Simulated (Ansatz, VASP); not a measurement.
# Sb: VASP beside Ansatz

File INCAR:

```
SYSTEM = Sb
ALGO = Normal
EDIFF = 1E-6
ENCUT = 520
GGA = PE
ISIF = 2
ISMEAR = 0
LASPH = .True.
LCHARG = .False.
LREAL = .False.
LWAVE = .False.
NBANDS = 8
NELM = 80
PREC = Accurate
SIGMA = 0.05
```

KPOINTS

```
k-points
0
Gamma
  10 10 10
  0 0 0
```

Contents of POSCAR:

```
Sb
1.0
    3.0509464554      0.0000000000      0.0000000000
    0.0000000000      3.0509464554      0.0000000000
    0.0000000000      0.0000000000      3.0509464554
Sb
1
Direct
    0.0000000000      0.0000000000      0.0000000000
```

Input for Ansatz:

```yaml
crystal:
  lattice:
    - [3.0509464554, 0.0, 0.0]
    - [0.0, 3.0509464554, 0.0]
    - [0.0, 0.0, 3.0509464554]
  atoms:
    - { symbol: Sb, position: [0.0, 0.0, 0.0] }
basis:
  ecutwfc: 500
  fft_grid_basis: typed
kpoints:
  mp_grid: { grid: [10, 10, 10] }
hamiltonian:
  xc: pbe
  pseudopotentials: { kind: paw }
scf:
  occupations: { method: gaussian, width: 0.05 }
output:
  forces: true
  stress: true
  eigenvalues: true
  bader: true
  write_density: true
  volumetric_format: npy
  elf: true
```

Alike in both runs: task single point; functional PBE; k mesh 10 × 10 × 10; occupations gaussian, width 0.05 eV; no spin polarisation.

|  | VASP | Ansatz |
| --- | --- | --- |
| version | VASP 6.6.1 | Ansatz 0.2.0 |
| potentials or method | VASP PAW PBE potentials, release 64 (Sb), cutoff 520 eV | scalar-relativistic, plane waves, PAW |
| valence electrons in the cell | 5 | 15 |

```tsv
	VASP	Ansatz	Ansatz less VASP
gap on the k mesh at the Fermi level (eV)	none	none	-
pressure (GPa)	3.4	3.3	-0.01
```

A gap of «none» marks a metal or a gap that the smearing closes. VASP's potentials hold 5 valence electrons a cell and Ansatz's 15, so a difference there can come from the potentials and not from the codes.

Neither program's run includes spin-orbit coupling.
